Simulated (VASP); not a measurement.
# Sn in VASP: a series of runs, part 2 of 2

VASP 6.6.1.

### 3 Single point, PBE (28.60 Å³/atom)

This run uses another cell than the first one, of 28.60 Å³/atom.

INCAR

```
PREC = Accurate
ENCUT = 520
EDIFF = 1E-7
ISMEAR = 0
SIGMA = 0.1
LREAL = False
LASPH = True
NELM = 60
ALGO = Fast
ISIF = 2
LWAVE = False
LCHARG = True
GGA = PE
LELF = True
LVHAR = True
NBANDS = 13
```

KPOINTS

```
regular mesh
0
Gamma
  20 20 20
```

POSCAR

```
Sn
1.0
    0.0000000000      2.8773870728      2.8773022651
    1.7272921901      0.0000000000      2.8773022651
    1.7272921901      2.8773870728      0.0000000000
Sn
1
Direct
    0.5000000000      0.5000000000      0.5000000000
```

Potentials or basis: VASP PAW PBE potentials, release 64 (Sn_d).

Run with:

```bash
$ cat potpaw_PBE.64/Sn_d/POTCAR > POTCAR
$ mpirun -np 1 vasp_std > vasp.out
```

OUTCAR:

```text
PREC = Accurate
   ENCUT = 520
   EDIFF = 1E-7
   ISMEAR = 0
   LREAL = False
   LASPH = True
   NELM = 60
   ISIF = 2
   GGA = PE

 ion  position               nearest neighbor table
   1  0.500  0.500  0.500-

  LATTYP: Found a face centered orthorhombic cell.
 ALAT       =     3.4545843802
 B/A-ratio  =     1.6657878045
 C/A-ratio  =     1.6658369032

  Lattice vectors:

 A1 = (   0.0000000000,   2.8773870728,  -2.8773022651)
 A2 = (   1.7272921901,   2.8773870728,   0.0000000000)
 A3 = (   1.7272921901,   0.0000000000,  -2.8773022651)

Analysis of symmetry for initial positions (statically):
=====================================================================
 Subroutine PRICEL returns:
 Original cell was already a primitive cell.

 Routine SETGRP: Setting up the symmetry group for a
 face centered orthorhombic supercell.

 Subroutine GETGRP returns: Found  8 space group operations
 (whereof  8 operations were pure point group operations)
 out of a pool of  8 trial point group operations.

The static configuration has the point symmetry D_2h.

Analysis of symmetry for dynamics (positions and initial velocities):
=====================================================================
 Subroutine PRICEL returns:
 Original cell was already a primitive cell.

 Routine SETGRP: Setting up the symmetry group for a
 face centered orthorhombic supercell.

 Subroutine GETGRP returns: Found  8 space group operations
 (whereof  8 operations were pure point group operations)
 out of a pool of  8 trial point group operations.

The dynamic configuration has the point symmetry D_2h.

 Subroutine INISYM returns: Found  8 space group operations
 (whereof  8 operations are pure point group operations),
 and found     1 'primitive' translations

----------------------------------------------------------------------------------------

                                     Primitive cell

  volume of cell :      28.6009

  direct lattice vectors                    reciprocal lattice vectors
     0.000000000  2.877387073  2.877302265    -0.289470422  0.173768766  0.173773887
     1.727292190  0.000000000  2.877302265     0.289470422 -0.173768766  0.173773887
     1.727292190  2.877387073  0.000000000     0.289470422  0.173768766 -0.173773887

  length of vectors
     4.069179855  3.355950929  3.356023641     0.379718413  0.379718413  0.379718413

  position of ions in fractional coordinates (direct lattice)
     0.500000000  0.500000000  0.500000000

  ion indices of the primitive-cell ions
   primitive index   ion index
                 1           1

----------------------------------------------------------------------------------------

 KPOINTS: regular mesh

Automatic generation of k-mesh.
 Grid dimensions read from file:
 generate k-points for:   20   20   20

 Generating k-lattice:

  Cartesian coordinates                     Fractional coordinates (reciprocal lattice)
    -0.014473521  0.008688438  0.008688694     0.050000000  0.000000000  0.000000000
     0.014473521 -0.008688438  0.008688694     0.000000000  0.050000000  0.000000000
     0.014473521  0.008688438 -0.008688694    -0.000000000 -0.000000000  0.050000000

  Length of vectors
     0.018985921  0.018985921  0.018985921

  Shift w.r.t. Gamma in fractional coordinates (k-lattice)
     0.000000000  0.000000000  0.000000000

 Subroutine IBZKPT returns following result:
 ===========================================

 Found   1166 irreducible k-points:

 Following reciprocal coordinates:
            Coordinates               Weight
  0.000000  0.000000  0.000000      1.000000
  0.050000  0.000000 -0.000000      8.000000
  0.100000 -0.000000 -0.000000      8.000000
  0.150000 -0.000000  0.000000      8.000000
  0.200000 -0.000000 -0.000000      8.000000
  0.250000  0.000000 -0.000000      8.000000
[... 16 lines left out ...]
 -0.400000  0.050000  0.000000      8.000000
 -0.350000  0.050000  0.000000      8.000000
 [... further k-points ...]
   k-points           NKPTS =   1166   k-points in BZ     NKDIM =   1166   number of bands    NBANDS=     13
   number of dos      NEDOS =    301   number of ions     NIONS =      1
   total plane-waves  NPLWV =  23520
   dimension x,y,z NGX =    30 NGY =   28 NGZ =   28
   dimension x,y,z NGXF=    60 NGYF=   56 NGZF=   56
   ions per type =               1
   NGX,Y,Z   is equivalent  to a cutoff of  12.26, 13.87, 13.87 a.u.
   NGXF,Y,Z  is equivalent  to a cutoff of  24.51, 27.74, 27.74 a.u.
 SYSTEM =  unknown system
   PREC   = accura    normal or accurate (medium, high low for compatibility)
   ISTART =      0    job   : 0-new  1-cont  2-samecut
   ICHARG =      2    charge: 1-file 2-atom 10-const
   ISPIN  =      1    spin polarized calculation?
   LNONCOLLINEAR =      F non collinear calculations
   LSORBIT =      F    spin-orbit coupling
   LASPH  =      T    aspherical Exc in radial PAW
   ENCUT  =  520.0 eV  38.22 Ry    6.18 a.u.   7.57  6.24  6.24*2*pi/ulx,y,z
   NELM   =     60;   NELMIN=  2; NELMDL= -5     # of ELM steps
   EDIFF  = 0.1E-06   stopping-criterion for ELM
   LREAL  =      F    real-space projection
   EDIFFG = 0.1E-05   stopping-criterion for IOM
   NSW    =      0    number of steps for IOM
   IBRION =     -1    ionic relax: 0-MD 1-quasi-New 2-CG
   NFREE  =      0    steps in history (QN), initial steepest desc. (CG)
   ISIF   =      2    stress and relaxation
   ISYM   =      2    0-nonsym 1-usesym 2-fastsym
   POTIM  = 0.5000    time-step for ionic-motion
   TEBEG  =    0.0;   TEEND  =   0.0 temperature during run
   PSTRESS=    0.0 pullay stress
   NELECT =      14.0000    total number of electrons
   NUPDOWN=      -1.0000    fix difference up-down
   EMIN   =  10.00;   EMAX   =-10.00  energy-range for DOS
   EFERMI =   0.00;   METHOD = LEGACY
   ISMEAR =     0;   SIGMA  =   0.10  broadening in eV -4-tet -1-fermi 0-gaus
   EFERMI_NEDOS =   21; number of points for ismear=-14 and -15
   IALGO  =     68    algorithm
   IMIX   =      4    mixing-type and parameters
     AMIX     =   0.40;   BMIX     =  1.00
     AMIX_MAG =   1.60;   BMIX_MAG =  1.00
  volume/ion in A,a.u.               =      28.60       193.01
  Fermi-wavevector in a.u.,A,eV,Ry     =   1.290202  2.438128 22.648540  1.664621
  Thomas-Fermi vector in A             =   2.422048
   LORBIT       =      0    0 simple, 1 ext, 2 COOP (PROOUT), +10 PAW based schemes
   GGA     = PE    functional components
   LHFCALC =     F    Hartree Fock is set to
   AEXX    =    0.0000 exact exchange contribution
   IVDW    =     0    specifies the selected vdW correction
   LEPSILON=     F    determine dielectric tensor
   LRPA    =     F    only Hartree local field effects (RPA)
 non-spin polarized calculation
 RMM-DIIS sequential band-by-band and
 Gauss-broadening in eV      SIGMA  =   0.10
  energy-cutoff  :      520.00
  volume of cell :       28.60
 maximum number of plane-waves:       791
   NGX = 15   NGY = 13   NGZ = 13

 number of electron      14.0000001 magnetization

 Free energy of the ion-electron system (eV)
  ---------------------------------------------------
  ext. energy  EPLUGINS =         0.00000000
  ---------------------------------------------------
  free energy    TOTEN  =        -3.78393052 eV

  energy without entropy =       -3.78131195  energy(sigma->0) =       -3.78262124

 E-fermi :   7.4922     XC(G=0): -10.1239

 val. band max:        7.4886154639   @ k =  -0.3500   0.3000   0.3000
 cond. band min:       7.4923222446   @ k =  -0.1500   0.1500   0.1500
 fundamental gap:      0.0037067807
 Fermi energy:         7.4921540955

 k-point     1 :       0.0000    0.0000    0.0000
  band No.  band energies     occupation
      1     -14.0723      2.00000
      2     -14.0197      2.00000
      3     -14.0196      2.00000
      4     -13.9852      2.00000
      5     -13.9118      2.00000
      6      -3.2555      2.00000
      7      14.2189      0.00000
      8      14.2198      0.00000
      9      15.9673      0.00000
     10      17.8819      0.00000
     11      19.0238      0.00000
     12      19.6036      0.00000
     13      19.6038      0.00000
[... 353 lines left out ...]
 k-point    24 :      -0.3500    0.0500    0.0000
  band No.  band energies     occupation
      1     -14.0857      2.00000
      2     -14.0307      2.00000
      3     -13.9426      2.00000
      4     -13.9075      2.00000
      5     -13.8911      2.00000
      6      -0.0294      2.00000
      7       5.7531      2.00000
      8      10.6874      0.00000
      9      11.9081      0.00000
     10      15.0306      0.00000
     11      15.3703      0.00000
     12      19.9052      0.00000
     13      24.9292      0.00000

 [... further k-points ...]

------------------------ aborting loop because EDIFF is reached ----------------------------------------

  FORCE on cell =-STRESS in cart. coord.  units (eV):
  Direction    XX          YY          ZZ          XY          YZ          ZX
  --------------------------------------------------------------------------------------
  -------------------------------------------------------------------------------------
  Total       -0.2197906     -0.2308787     -0.2305955      0.0000000      0.0000000      0.0000000
  in kB      -12.3123281    -12.9334665    -12.9176021      0.0000000      0.0000000      0.0000000
  external PRESSURE =     -12.7211322 kB  Pullay stress =       0.0000000 kB

 VOLUME and BASIS-vectors are now :
 -----------------------------------------------------------------------------
  energy-cutoff  :      520.00
  volume of cell :       28.60
      direct lattice vectors                 reciprocal lattice vectors
     0.000000000  2.877387073  2.877302265    -0.289470422  0.173768766  0.173773887
     1.727292190  0.000000000  2.877302265     0.289470422 -0.173768766  0.173773887
     1.727292190  2.877387073  0.000000000     0.289470422  0.173768766 -0.173773887

 POSITION                                       TOTAL-FORCE (eV/Angst)
 -----------------------------------------------------------------------------------
      1.72729      2.87739      2.87730         0.000000      0.000000     -0.000000
 -----------------------------------------------------------------------------------
    total drift:                                0.000000      0.000000      0.000000

  FREE ENERGIE OF THE ION-ELECTRON SYSTEM (eV)
  ---------------------------------------------------
  free  energy   TOTEN  =        -3.7839305248 eV

  energy  without entropy=       -3.7813119529  energy(sigma->0) =       -3.78262124
```

stdout:

```text
POSCAR found type information on POSCAR Sn
 POSCAR found :  1 types and       1 ions
 scaLAPACK will be used
 LDA part: xc-table for (Slater+PW92), standard interpolation
 POSCAR, INCAR and KPOINTS ok, starting setup
 FFT: planning ... GRIDC
 FFT: planning ... GRID_SOFT
[... 27 lines left out ...]
WARNING in EDDRMM: call to ZHEGV failed, returncode =   6  3     10
WARNING in EDDRMM: call to ZHEGV failed, returncode =   6  3     10
WARNING in EDDRMM: call to ZHEGV failed, returncode =   8  4     11
WARNING in EDDRMM: call to ZHEGV failed, returncode =   6  3     11
 num prob WARNING in EDDRMM: call to ZHEGV failed, returncode =   6  3     10
WARNING in EDDRMM: call to ZHEGV failed, returncode =   6  3     11
 num prob WARNING in EDDRMM: call to ZHEGV failed, returncode =   6  3     11
 num prob WARNING in EDDRMM: call to ZHEGV failed, returncode =   6  3     11
WARNING in EDDRMM: call to ZHEGV failed, returncode =   6  3     13
WARNING in EDDRMM: call to ZHEGV failed, returncode =   6  3     12
```

Wall time 12 min (1 thread of Intel Xeon Platinum 8259CL at 2.50GHz (Skylake/Cascade Lake), shared host); peak memory 0.49 GiB.

Results:

```
Free energy            : -3.7839 eV
Pressure               : -1.3 GPa
Band gap on the k mesh : zero (bands 7 and 8 overlap by 8.76 eV)
```

Caveat: spin-orbit coupling is left out, which moves the levels of the heavy elements.

### 4 Single point, PBE (29.43 Å³/atom)

This run uses another cell than the first one, of 29.43 Å³/atom.

INCAR

```
PREC = Accurate
ENCUT = 520
EDIFF = 1E-7
ISMEAR = 0
SIGMA = 0.1
LREAL = F
LASPH = T
NELM = 60
ALGO = Fast
ISIF = 2
LWAVE = F
LCHARG = F
GGA = PE
NBANDS = 13
```

KPOINTS is that of step 3.

POSCAR

```
Sn
1.0
    0.0000000000      2.9137315557      2.9137517011
    1.7334692743      0.0000000000      2.9137517011
    1.7334692743      2.9137315557      0.0000000000
Sn
1
Direct
    0.5000000000      0.5000000000      0.5000000000
```

Run with:

```bash
$ cat potpaw_PBE.64/Sn_d/POTCAR > POTCAR
$ mpirun -np 1 vasp_std > vasp.out
```

It took 10 min on 1 thread of Intel Xeon Platinum 8259CL at 2.50GHz (Skylake/Cascade Lake), shared host; peak memory 0.51 GiB.

Results (log left out):

```
Free energy            : -3.7747 eV
Pressure               : -2.3 GPa
Band gap on the k mesh : zero (bands 7 and 8 overlap by 8.42 eV)
```

Levels at points of the mesh, in eV from the Fermi level:
```tsv
k point	band 4	band 5	band 6	band 7	band 8	band 9	band 10	band 11
(0.00, 0.00, 0.00)	-21.47	-21.40	-10.55	6.46	6.46	8.26	10.14	11.21
(0.50, 0.00, 0.00)	-21.39	-21.36	-5.88	-3.87	2.89	4.22	6.88	7.24
(0.50, 0.50, 0.00)	-21.44	-21.37	-7.04	-4.29	5.00	6.95	9.43	10.13
(0.50, 0.00, 0.50)	-21.44	-21.37	-7.04	-4.29	5.00	6.95	9.43	10.13
(0.00, 0.50, 0.50)	-21.38	-21.36	-3.53	-1.31	-1.31	1.94	3.19	5.48
```

Caveat: spin-orbit coupling is left out, which moves the levels of the heavy elements.

### 5 Single point, PBE (30.54 Å³/atom)

This run uses another cell than the first one, of 30.54 Å³/atom.

INCAR

```
SYSTEM = Sn
PREC     = Accurate       ! precision mode
ENCUT    = 520            ! plane-wave cutoff, eV
EDIFF    = 1E-6           ! SCF threshold, eV
ISMEAR   = 0              ! smearing method
SIGMA    = 0.1            ! smearing width, eV
LREAL    = .False.        ! projectors in reciprocal space
LASPH    = .True.         ! aspherical terms in the spheres
NELM     = 60             ! most SCF steps
ALGO     = Fast           ! electronic algorithm
ISIF     = 2              ! what is computed and relaxed
LWAVE    = .False.        ! write WAVECAR
LCHARG   = .False.        ! write CHGCAR
GGA      = PE             ! functional
NBANDS   = 13             ! bands
```

KPOINTS

```
regular mesh
0
Gamma
  20 20 20
  0 0 0
```

POSCAR

```
Sn
1.0
    0.0000000000      2.9749101362      2.9748964016
    1.7256763522      0.0000000000      2.9748964016
    1.7256763522      2.9749101362      0.0000000000
Sn
1
Direct
    0.5000000000      0.5000000000      0.5000000000
```

Run with:

```bash
$ cat potpaw_PBE.64/Sn_d/POTCAR > POTCAR
$ mpirun -np 1 vasp_std > vasp.out
```

It took 5.8 min on 1 thread of Intel Xeon Platinum 8259CL at 2.50GHz (Skylake/Cascade Lake), shared host; peak memory 0.35 GiB.

The run converged. Its results:

```yaml
Free_energy: -3.7550 eV
Pressure: -3.4 GPa
Band_gap_on_the_k_mesh: zero (bands 7 and 8 overlap by 7.90 eV)
```

Levels at points of the mesh, in eV from the Fermi level:
| k point | band 4 | band 5 | band 6 | band 7 | band 8 | band 9 | band 10 | band 11 |
| --- | --- | --- | --- | --- | --- | --- | --- | --- |
| (0.00, 0.00, 0.00) | -21.49 | -21.41 | -10.33 | 6.04 | 6.04 | 8.09 | 9.68 | 10.62 |
| (0.50, 0.00, 0.00) | -21.39 | -21.38 | -5.79 | -3.69 | 2.76 | 3.98 | 6.65 | 7.06 |
| (0.50, 0.50, 0.00) | -21.44 | -21.38 | -7.08 | -4.14 | 5.11 | 6.88 | 9.50 | 10.32 |
| (0.00, 0.50, 0.50) | -21.39 | -21.37 | -3.84 | -1.36 | -1.36 | 2.27 | 3.14 | 5.76 |

Caveat: the cell stands under tension; spin-orbit coupling is left out, which moves the levels of the heavy elements.

### 6 Summary

| cell | further INCAR settings | gap on the mesh (eV) | pressure (GPa) |
| --- | --- | --- | --- |
| a = 4.007, b = 3.320, c = 3.319 Å, angles 74.2, 52.9, 52.9°, 1 atom | ALGO = Fast; EDIFF = 1e-06; NBANDS = 13 | none | -0.1 |
| a = 4.069, b = 3.356, c = 3.356 Å, angles 74.6, 52.7, 52.7°, 1 atom | ALGO = Fast; EDIFF = 1e-07; NBANDS = 13 | none | -1.3 |
| a = 4.121, b = 3.390, c = 3.390 Å, angles 74.8, 52.6, 52.6°, 1 atom | ALGO = Fast; EDIFF = 1e-07; NBANDS = 13 | none | -2.3 |
| a = 4.207, b = 3.439, c = 3.439 Å, angles 75.4, 52.3, 52.3°, 1 atom | ALGO = Fast; EDIFF = 1e-06; NBANDS = 13 | none | -3.4 |

Alike in all rows: task single point; level PBE; potentials or basis VASP PAW PBE potentials, release 64 (Sn_d); no spin polarisation; k mesh 20 × 20 × 20; cutoff (eV) 520; smearing gaussian 0.1 eV.

Caveats: spin-orbit coupling is left out, which moves the levels of the heavy elements; the cell stands under tension (at least some runs).

Total energies depend on the potentials used, so only differences within one code and one set of settings carry meaning.

The gap in the log of VASP goes by the Fermi energy; the results here count the filled bands.